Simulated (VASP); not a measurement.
# SiC (P3m1) in VASP: a series of runs, part 2 of 2

VASP 6.6.1. Earlier steps stand in the parts before.

**3. Single point, r2SCAN**

This run uses another cell than the first one, of 14.95 Å³/atom, 1.115 times its volume.

File POSCAR:

```
SiC
1.0
   -3.0759982064      0.0000000000      0.0000000000
   -1.5379991032     -2.6638925888      0.0000000000
    0.0000000000      0.0000000000     14.5960000000
Si C
4 4
Direct
    0.3333333333      0.3333333333      0.4521964922
    0.3333333333      0.3333333333      0.1063483146
    0.6666666667      0.6666666667      0.6251205810
    0.6666666667      0.6666666667      0.2792724034
    0.3333333333      0.3333333333      0.5853480406
    0.3333333333      0.3333333333      0.2394998630
    0.6666666667      0.6666666667      0.0665757742
    0.6666666667      0.6666666667      0.4124239518
```

File INCAR.step1:

```
PREC     = Accurate       # precision mode
ENCUT    = 520            # plane-wave cutoff, eV
ISMEAR   = 0              # smearing method
SIGMA    = 0.05           # smearing width, eV
LREAL    = F              # projectors in reciprocal space
LASPH    = T              # aspherical terms in the spheres
NELM     = 100            # most SCF steps
NBANDS   = 26             # bands
GGA      = PE             # functional
ALGO     = Normal         # electronic algorithm
EDIFF    = 1E-4           # SCF threshold, eV
LWAVE    = T              # write WAVECAR
LCHARG   = F              # write CHGCAR
```

File INCAR.step2:

```
PREC     = Accurate       # precision mode
ENCUT    = 520            # plane-wave cutoff, eV
EDIFF    = 1E-6           # SCF threshold, eV
ISMEAR   = 0              # smearing method
SIGMA    = 0.05           # smearing width, eV
LREAL    = F              # projectors in reciprocal space
LASPH    = T              # aspherical terms in the spheres
NELM     = 100            # most SCF steps
ALGO     = Normal         # electronic algorithm
ISIF     = 2              # what is computed and relaxed
LWAVE    = F              # write WAVECAR
LCHARG   = F              # write CHGCAR
METAGGA  = R2SCAN         # meta-GGA
LMIXTAU  = T            
NBANDS   = 26             # bands
ISTART   = 1
```

File KPOINTS:

```
regular mesh
0
Gamma
  8 8 3
```

Potentials or basis: VASP PAW PBE potentials, release 64 (Si, C).

On the command line:

```console
$ cat potpaw_PBE.64/Si/POTCAR potpaw_PBE.64/C/POTCAR > POTCAR
$ cp INCAR.step1 INCAR
$ mpirun -np 1 vasp_std > vasp.out
$ cp INCAR.step2 INCAR
$ mpirun -np 1 vasp_std > vasp.out
```

OUTCAR:

```text
PREC = Accurate
   ENCUT = 520
   EDIFF = 1E-6
   ISMEAR = 0
   LREAL = F
   LASPH = T
   NELM = 100
   ISIF = 2
   METAGGA = R2SCAN
   ISTART = 1

 ion  position               nearest neighbor table
   1  0.333  0.333  0.452-   8 1.87   8 1.87   8 1.87   5 1.94   3 3.09   4 3.09   3 3.09   4 3.09
                             3 3.09   4 3.09
   2  0.333  0.333  0.106-   7 1.87   7 1.87   7 1.87   6 1.94   4 3.09   4 3.09   4 3.09
   3  0.667  0.667  0.625-   5 1.87   5 1.87   5 1.87   1 3.09   1 3.09   1 3.09
   4  0.667  0.667  0.279-   6 1.87   6 1.87   6 1.87   8 1.94   1 3.09   2 3.09   2 3.09   1 3.09
                             1 3.09   2 3.09
   5  0.333  0.333  0.585-   3 1.87   3 1.87   3 1.87   1 1.94
   6  0.333  0.333  0.239-   4 1.87   4 1.87   4 1.87   2 1.94
   7  0.667  0.667  0.067-   2 1.87   2 1.87   2 1.87
   8  0.667  0.667  0.412-   1 1.87   1 1.87   1 1.87   4 1.94

  LATTYP: Found a hexagonal cell.
 ALAT       =     3.0759982065
 C/A-ratio  =     4.7451263038

  Lattice vectors:

 A1 = (   1.5379991032,   2.6638925888,   0.0000000000)
 A2 = (  -3.0759982064,   0.0000000000,   0.0000000000)
 A3 = (   0.0000000000,   0.0000000000,  14.5960000000)

Analysis of symmetry for initial positions (statically):
=====================================================================
 Subroutine PRICEL returns:
 Original cell was already a primitive cell.

 Routine SETGRP: Setting up the symmetry group for a
 hexagonal supercell.

 Subroutine GETGRP returns: Found  6 space group operations
 (whereof  6 operations were pure point group operations)
 out of a pool of 24 trial point group operations.

The static configuration has the point symmetry C_3v.

Analysis of symmetry for dynamics (positions and initial velocities):
=====================================================================
 Subroutine PRICEL returns:
 Original cell was already a primitive cell.

 Routine SETGRP: Setting up the symmetry group for a
 hexagonal supercell.

 Subroutine GETGRP returns: Found  6 space group operations
[... 134 lines left out ...]
     AMIX_MAG =   1.60;   BMIX_MAG =  1.00
  volume/ion in A,a.u.               =      14.95       100.89
  Fermi-wavevector in a.u.,A,eV,Ry     =   1.054903  1.993478 15.140846  1.112821
  Thomas-Fermi vector in A             =   2.190081
   LORBIT       =      0    0 simple, 1 ext, 2 COOP (PROOUT), +10 PAW based schemes
   METAGGA = R2SCAN    functional components
   LHFCALC =     F    Hartree Fock is set to
   AEXX    =    0.0000 exact exchange contribution
   IVDW    =     0    specifies the selected vdW correction
   LEPSILON=     F    determine dielectric tensor
   LRPA    =     F    only Hartree local field effects (RPA)
 non-spin polarized calculation
 Gauss-broadening in eV      SIGMA  =   0.05
  energy-cutoff  :      520.00
  volume of cell :      119.60
 maximum number of plane-waves:      3256
   NGX = 11   NGY = 11   NGZ = 55

 number of electron      32.0000000 magnetization

 Free energy of the ion-electron system (eV)
  ---------------------------------------------------
  ext. energy  EPLUGINS =         0.00000000
  ---------------------------------------------------
  free energy    TOTEN  =       -72.78195662 eV

  energy without entropy =      -72.77142992  energy(sigma->0) =      -72.77669327

 E-fermi :   4.5878     XC(G=0):  -9.2456

 val. band max:        4.5829017458   @ k =   0.5000   0.1250   0.0000
 cond. band min:       4.5985550456   @ k =  -0.3750   0.2500   0.3333
 fundamental gap:      0.0156532998
 Fermi energy:         4.5877686169

 k-point     1 :       0.0000    0.0000    0.0000
  band No.  band energies     occupation
      1     -12.7819      2.00000
      2     -11.7255      2.00000
      3     -10.5335      2.00000
      4      -8.8170      2.00000
      5      -4.5247      2.00000
      6      -2.0574      2.00000
[... 685 lines left out ...]
     25      12.2369      0.00000
     26      13.3452      0.00000

 [... further k-points ...]
[... 5 lines left out ...]
  --------------------------------------------------------------------------------------
  -------------------------------------------------------------------------------------
  Total        0.5154075      0.5154075     -0.8321969      0.0000000      0.0000000     -0.0000000
  in kB        6.9043804      6.9043804    -11.1480794      0.0000000      0.0000000     -0.0000000
  external PRESSURE =       0.8868938 kB  Pullay stress =       0.0000000 kB

 VOLUME and BASIS-vectors are now :
 -----------------------------------------------------------------------------
  energy-cutoff  :      520.00
  volume of cell :      119.60
      direct lattice vectors                 reciprocal lattice vectors
    -3.075998206  0.000000000  0.000000000    -0.325097719  0.187695255  0.000000000
    -1.537999103 -2.663892589  0.000000000     0.000000000 -0.375390511  0.000000000
     0.000000000  0.000000000 14.596000000     0.000000000  0.000000000  0.068511921

 POSITION                                       TOTAL-FORCE (eV/Angst)
 -----------------------------------------------------------------------------------
     -1.53800     -0.88796      6.60026        -0.000000     -0.000000     -0.199346
     -1.53800     -0.88796      1.55226         0.000000      0.000000     -2.461821
     -3.07600     -1.77593      9.12426        -0.000000     -0.000000     -0.331367
     -3.07600     -1.77593      4.07626         0.000000     -0.000000     -0.188385
     -1.53800     -0.88796      8.54374        -0.000000     -0.000000      0.589347
     -1.53800     -0.88796      3.49574        -0.000000     -0.000000      0.463381
     -3.07600     -1.77593      0.97174        -0.000000     -0.000000      2.197544
     -3.07600     -1.77593      6.01974        -0.000000      0.000000     -0.069353
 -----------------------------------------------------------------------------------
    total drift:                                0.000000      0.000000     -0.002482

  FREE ENERGIE OF THE ION-ELECTRON SYSTEM (eV)
  ---------------------------------------------------
  free  energy   TOTEN  =       -72.7819566242 eV

  energy  without entropy=      -72.7714299242  energy(sigma->0) =      -72.77669327
```

OSZICAR.step1:

```text
N       E                     dE             d eps       ncg     rms          rms(c)
DAV:   1     0.110967180502E+03    0.11097E+03   -0.13829E+04  1300   0.106E+03
DAV:   2    -0.534212811654E+02   -0.16439E+03   -0.15312E+03  1722   0.203E+02
[... 11 lines left out ...]
DAV:  14    -0.562501540457E+02   -0.31481E-01   -0.40561E-04  1796   0.223E-01    0.338E+00
DAV:  15    -0.562397778343E+02    0.10376E-01   -0.32538E-02  1848   0.226E+00    0.257E+00
DAV:  16    -0.561443634097E+02    0.95414E-01   -0.10838E-02  1760   0.108E+00    0.661E-01
DAV:  17    -0.561414802202E+02    0.28832E-02   -0.22678E-03  1784   0.268E-01    0.441E-01
DAV:  18    -0.561433539756E+02   -0.18738E-02   -0.15831E-04  1354   0.116E-01    0.577E-01
DAV:  19    -0.561408628389E+02    0.24911E-02   -0.55091E-04  1572   0.123E-01    0.333E-01
DAV:  20    -0.561408530740E+02    0.97649E-05   -0.95563E-05  1084   0.621E-02
   1 F= -.56140853E+02 E0= -.56135649E+02  d E =-.104089E-01
```

Run time: 5.7 min. Hardware: 1 thread of Intel Xeon 6975P-C (Granite Rapids), shared host; peak memory 0.27 GiB.

What came out:

```yaml
Free_energy: -72.7820 eV
Pressure: 0.1 GPa
Largest_force: 2.462 eV/Å
Band_gap_on_the_k_mesh: zero (band 16 reaches 4.67 eV, above the bottom of band 17 at 4.42 eV)
```

Forces on the atoms (eV/Å):
```
Si   0.000  0.000 -0.199
Si   0.000  0.000 -2.462
Si   0.000  0.000 -0.331
Si   0.000  0.000 -0.188
C    0.000  0.000  0.589
C    0.000  0.000  0.463
C    0.000  0.000  2.198
C    0.000  0.000 -0.069
```

Levels at points of the mesh, in eV from the Fermi level:
| k point | band 13 | band 14 | band 15 | band 16 | band 17 | band 18 | band 19 | band 20 |
| --- | --- | --- | --- | --- | --- | --- | --- | --- |
| (0.00, 0.00, 0.00) | -1.47 | -0.62 | -0.01 | -0.01 | 0.28 | 4.35 | 5.30 | 5.48 |
| (0.50, 0.00, 0.00) | -3.33 | -3.07 | -1.61 | -0.27 | -0.17 | 2.19 | 2.90 | 3.57 |

Caveat: the PAW data sets were made with another functional, which shifts forces and pressure a little.

**4. Single point, r2SCAN**

This run uses another cell than the first one, of 16.49 Å³/atom, 1.229 times its volume.

File POSCAR:

```
SiC
1.0
   -3.0759982064      0.0000000000      0.0000000000
   -1.5379991032     -2.6638925888      0.0000000000
    0.0000000000      0.0000000000     16.0960000000
Si C
4 4
Direct
    0.3333333333      0.3333333333      0.4100559145
    0.3333333333      0.3333333333      0.0964376243
    0.6666666667      0.6666666667      0.5668650596
    0.6666666667      0.6666666667      0.2532467694
    0.3333333333      0.3333333333      0.5307989563
    0.3333333333      0.3333333333      0.2171806660
    0.6666666667      0.6666666667      0.0603715209
    0.6666666667      0.6666666667      0.3739898111
```

File INCAR.step1:

```
SYSTEM = SiC
  PREC = Accurate
  ENCUT = 520
  ISMEAR = 0
  SIGMA = 0.05
  LREAL = .False.
  LASPH = .True.
  NELM = 100
  NBANDS = 26
  GGA = PE
  ALGO = Normal
  EDIFF = 1E-4
  LWAVE = .True.
  LCHARG = .False.
```

File INCAR.step2:

```
SYSTEM = SiC
  PREC = Accurate
  ENCUT = 520
  EDIFF = 1E-6
  ISMEAR = 0
  SIGMA = 0.05
  LREAL = .False.
  LASPH = .True.
  NELM = 100
  ALGO = Normal
  ISIF = 2
  LWAVE = .False.
  LCHARG = .False.
  METAGGA = R2SCAN
  LMIXTAU = .True.
  NBANDS = 26
  ISTART = 1
```

File KPOINTS:

```
regular mesh
0
Gamma
  8 8 3
  0 0 0
```

On the command line:

```console
$ cat potpaw_PBE.64/Si/POTCAR potpaw_PBE.64/C/POTCAR > POTCAR
$ cp INCAR.step1 INCAR
$ mpirun -np 1 vasp_std > vasp.out
$ cp INCAR.step2 INCAR
$ mpirun -np 1 vasp_std > vasp.out
```

Wall time 5.8 min (1 thread of Intel Xeon 6975P-C (Granite Rapids), shared host); peak memory 0.3 GiB.

The run converged. Its results:

```
Free energy            : -72.7682 eV
Pressure               : 0.1 GPa
Largest force          : 2.495 eV/Å
Band gap on the k mesh : zero (band 16 reaches 3.74 eV, above the bottom of band 17 at 3.49 eV)
```

Forces on the atoms (eV/Å):
```
Si   0.000  0.000 -0.179
Si   0.000  0.000 -2.495
Si   0.000  0.000 -0.306
Si   0.000  0.000 -0.179
C    0.000  0.000  0.544
C    0.000  0.000  0.460
C    0.000  0.000  2.239
C    0.000  0.000 -0.084
```

Stress tensor (GPa, compression positive):
```
 0.65  0.00  0.00
 0.00  0.65  0.00
 0.00  0.00 -0.96
```

Levels at points of the mesh, in eV from the Fermi level:
```csv
k point,band 12,band 13,band 14,band 15,band 16,band 17,band 18,band 19,band 20,band 21
"(0.00, 0.00, 0.00)",-1.47,-1.47,-0.65,-0.02,-0.02,0.30,4.36,5.20,5.37,6.00
"(0.50, 0.00, 0.00)",-3.88,-3.34,-3.07,-1.61,-0.28,-0.17,2.19,2.90,3.56,4.06
```

Caveat: the PAW data sets were made with another functional, which shifts forces and pressure a little.

**5. Overview**

| cell | gap on the mesh (eV) | pressure (GPa) | largest force (eV/Å) |
| --- | --- | --- | --- |
| a = 3.076, b = 3.076, c = 13.096 Å, angles 90.0, 90.0, 60.0°, 8 atoms | none | -0.3 | 2.48 |
| a = 3.076, b = 3.076, c = 14.596 Å, angles 90.0, 90.0, 60.0°, 8 atoms | none | 0.1 | 2.46 |
| a = 3.076, b = 3.076, c = 16.096 Å, angles 90.0, 90.0, 60.0°, 8 atoms | none | 0.1 | 2.50 |

Alike in all rows: task single point; level r2SCAN; potentials or basis VASP PAW PBE potentials, release 64 (Si, C); no spin polarisation; k mesh 8 × 8 × 3; cutoff (eV) 520; smearing gaussian 0.05 eV.

Caveats: the PAW data sets were made with another functional, which shifts forces and pressure a little.

Total energies depend on the potentials used, so only differences within one code and one set of settings carry meaning.
